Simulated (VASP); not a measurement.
Set up this calculation in VASP 6.6.1, as the native input.

```
Task                   : single point
Functional             : BLYP
Potentials or basis    : VASP PAW PBE potentials, release 64 (Cu, O)
Cutoff                 : 520 eV
k mesh                 : 8 × 8 × 6
Occupations            : fermi-dirac, width 0.05 eV
Spin                   : no spin polarisation
Dipole correction      : no
Further INCAR settings : ALGO = Normal; EDIFF = 1e-07; NBANDS = 25
```

The structure of CuO lies in POSCAR:

```
CuO
1.0
    3.4220509700      0.0000000000      0.0000000000
    0.0000000000      3.4220509700      0.0000000000
    0.0000000000      0.0000000000      4.2604614800
Cu O
2 2
Direct
    0.0000000000      0.5000000000      0.0000000000
    0.5000000000      0.0000000000      0.5000000000
    0.0000000000      0.0000000000      0.2500000000
    0.0000000000      0.0000000000      0.7500000000
```

The input as run:

INCAR

```
  PREC = Accurate
  ENCUT = 520
  EDIFF = 1E-7
  ISMEAR = -1
  SIGMA = 0.05
  LREAL = False
  LASPH = True
  NELM = 60
  ALGO = Normal
  ISIF = 2
  LWAVE = False
  LCHARG = False
  GGA = B5
  ALDAX = 1.0
  AGGAX = 1.0
  AGGAC = 1.0
  ALDAC = 0.0
  NBANDS = 25
```

KPOINTS

```
Automatic mesh
0
Gamma
  8 8 6
```

Potentials or basis: VASP PAW PBE potentials, release 64 (Cu, O).

The run is started by

```console
$ cat potpaw_PBE.64/Cu/POTCAR potpaw_PBE.64/O/POTCAR > POTCAR
$ mpirun -np 1 vasp_std > vasp.out
```

It gave:

The pressure is 2.7 GPa and the band gap on the k mesh is zero (bands 17 and 18 overlap by 1.77 eV).

Caveat: the PAW data sets were made with another functional, which shifts forces and pressure a little; semilocal functionals often make such compounds metallic where correlation or magnetic order opens a gap, which also shifts bond lengths.

It took 2.1 min on 1 thread of Intel Xeon 8259CL, on a shared host, peak memory 0.2 GiB.
